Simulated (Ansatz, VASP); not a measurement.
# One calculation of Pt, two programs

```xyz
1
Lattice="-1.7110 1.7110 1.7110 1.7110 -1.7110 1.7110 1.7110 1.7110 -1.7110" Properties=species:S:1:pos:R:3 pbc="T T T"
Pt    0.0000    0.0000    0.0000
```

Change from the starting cell: strain +0.080 along x and y, +0.080 along z, atoms carried along.

Alike in both runs: task single point; functional PBE; k mesh 22 × 22 × 22; occupations gaussian, width 0.15 eV; no spin polarisation.

```csv
,VASP,Ansatz
version,VASP 6.6.1,Ansatz 0.2.0
potentials or method,"VASP PAW PBE potentials, release 64 (Pt), cutoff 520 eV","scalar-relativistic, plane waves, PAW"
valence electrons in the cell,10,18
```

Ansatz gave:

* gap on the k mesh at the Fermi level (eV): none
* pressure (GPa): -29.1

Q: Which values does VASP return?

A: gap on the k mesh at the Fermi level (eV): none; pressure (GPa): -29.3.

A gap of «none» marks a metal or a gap that the smearing closes. Both programs put the cell under strong tension, so it lies far from rest at this level. The functional is the same, so the differences come from potentials, cutoffs and numerics. VASP's potentials hold 10 valence electrons a cell and Ansatz's 18, so a difference there can come from the potentials and not from the codes.

Spin-orbit coupling is off throughout.
